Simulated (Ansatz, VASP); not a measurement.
## One calculation of Ru2Rh, two programs

```
CELL_PARAMETERS angstrom
2.63599 0.00000 0.00000
0.00000 2.63599 0.00000
0.00000 0.00000 5.43870
ATOMIC_POSITIONS crystal
Ru 0.50000 0.50000 0.29500
Ru 0.50000 0.50000 0.70500
Rh 0.00000 0.00000 0.00000
```

Change from the starting cell: species swapped into the Ga2Cu type (P4/mmm, No. 123).

Alike in both runs: task single point; functional PBE; k mesh 6 × 6 × 4; occupations gaussian, width 0.1 eV; no spin polarisation.

|  | VASP | Ansatz |
| --- | --- | --- |
| version | VASP 6.6.1 | Ansatz 0.2.0 |
| potentials or method | VASP PAW PBE potentials, release 64 (Ru_pv, Rh_pv), cutoff 520 eV | scalar-relativistic, plane waves, PAW |
| valence electrons in the cell | 43 | 49 |

Ansatz gave:

| Item | Value |
| --- | --- |
| gap on the k mesh at the Fermi level (eV) | none |
| rms of the force components (eV/Å) | 1.499 |

Question: Estimate VASP's values.

Answer: gap on the k mesh at the Fermi level (eV): none; rms of the force components (eV/Å): 1.460.

Atom by atom the forces differ by 0.039 eV/Å (rms over components). A gap of «none» marks a metal or a gap that the smearing closes. VASP's potentials hold 43 valence electrons a cell and Ansatz's 49, so a difference there can come from the potentials and not from the codes.

The k mesh is coarse, so the values compare programs but aren't converged.
